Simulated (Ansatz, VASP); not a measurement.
## One calculation of Al2PO, two programs

The input INCAR:

```
ALGO = Normal
EDIFF = 1E-6
EDIFFG = -0.01
ENCUT = 600
GGA = PE
IBRION = 2
ISIF = 3
ISMEAR = 0
LASPH = T
LCHARG = F
LREAL = F
LWAVE = F
NELM = 100
NSW = 100
PREC = Accurate
SIGMA = 0.1
```

File KPOINTS:

```
k-points
0
Gamma
  15 15 8
```

POSCAR

```
Al2PO
1.0
    3.3813318324      0.0000000000      0.0000000000
   -1.6906659162      2.9283192655      0.0000000000
    0.0000000000      0.0000000000      5.5638195916
Al P O
2 1 1
Direct
    0.6666666667      0.3333333333      0.2389867760
    0.6666666667      0.3333333333      0.7610132240
    0.3333333333      0.6666666667      0.5000000000
    0.0000000000      0.0000000000      0.0000000000
```

Input for Ansatz:

```yaml
crystal:
  lattice:
    - [3.3813318324, 0.0, 0.0]
    - [-1.6906659162, 2.9283192655, 0.0]
    - [0.0, 0.0, 5.5638195916]
  atoms:
    - { symbol: Al, position: [0.6666666667, 0.3333333333, 0.238986776] }
    - { symbol: Al, position: [0.6666666667, 0.3333333333, 0.761013224] }
    - { symbol: P, position: [0.3333333333, 0.6666666667, 0.5] }
    - { symbol: O, position: [0.0, 0.0, 0.0] }
basis:
  ecutwfc: 420
kpoints:
  mp_grid: { grid: [15, 15, 8] }
hamiltonian:
  xc: pbe
scf:
  occupations: { method: gaussian, width: 0.1 }
output:
  forces: true
  stress: true
  eigenvalues: true
relax:
  adjacent_minimum: "off"
  f_tol: 0.01
  max_steps: 80
  cell: { stress_tol: 0.05 }
```

Alike in both runs: task relaxation of cell and atoms; functional PBE; k mesh 15 × 15 × 8; occupations gaussian, width 0.1 eV; no spin polarisation.

```csv
,VASP,Ansatz
version,VASP 6.6.1,Ansatz 0.2.0
potentials or method,"VASP PAW PBE potentials, release 64 (Al, P, O), cutoff 600 eV","scalar-relativistic, plane waves, PAW"
valence electrons in the cell,17,17
```

```csv
,VASP,Ansatz,Ansatz less VASP
"gap on the k mesh at the Fermi level, each at its own relaxed structure (eV)",none,none,-
relaxed volume (Å³/atom),13.74,13.76,+0.024
relaxed cell length with the largest relative difference (Å),5.586,5.589,+0.0034
```

A gap of «none» marks a metal or a gap that the smearing closes.
